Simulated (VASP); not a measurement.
Wanted: the native input for a VASP 6.6.1 run.

```yaml
Task: single point
Functional: PBE
Potentials_or_basis: VASP PAW PBE potentials, release 64 (I, Na_pv)
Cutoff: 520 eV
k_mesh: 11 × 11 × 11
Occupations: fermi-dirac, width 0.02 eV
Spin: no spin polarisation
Dipole_correction: no
Further_INCAR_settings: ALGO = Normal; EDIFF = 1e-07; NBANDS = 14
```

The structure of NaI lies in POSCAR:

```
NaI
1.0
    0.0000000000      3.2998749385      3.2998749385
    3.2998749385      0.0000000000      3.2998749385
    3.2998749385      3.2998749385      0.0000000000
I Na
1 1
Direct
    0.5000000000      0.5000000000      0.5000000000
    0.0000000000      0.0000000000      0.0000000000
```

One way to write it, as run:

INCAR

```
PREC     = Accurate       # precision mode
ENCUT    = 520            # plane-wave cutoff, eV
EDIFF    = 1E-7           # SCF threshold, eV
ISMEAR   = -1             # smearing method
SIGMA    = 0.02           # smearing width, eV
LREAL    = F              # projectors in reciprocal space
LASPH    = T              # aspherical terms in the spheres
NELM     = 60             # most SCF steps
ALGO     = Normal         # electronic algorithm
ISIF     = 2              # what is computed and relaxed
LWAVE    = F              # write WAVECAR
LCHARG   = F              # write CHGCAR
GGA      = PE             # functional
NBANDS   = 14             # bands
```

KPOINTS

```
regular mesh
0
Gamma
  11 11 11
```

Potentials or basis: VASP PAW PBE potentials, release 64 (I, Na_pv).

Run with:

```sh
$ cat potpaw_PBE.64/I/POTCAR potpaw_PBE.64/Na_pv/POTCAR > POTCAR
$ mpirun -np 1 vasp_std > vasp.out
```

Results of the run:

| Quantity | Value |
| --- | --- |
| Pressure | -0.4 GPa |
| Band gap on the k mesh | 3.49 eV, direct |

Caveat: spin-orbit coupling is left out, which moves the levels of the heavy elements.

Run time: 18 s on 1 thread of Intel(R) Xeon(R) 6975P-C (Granite Rapids), with other jobs on the host, peak memory 0.23 GiB.
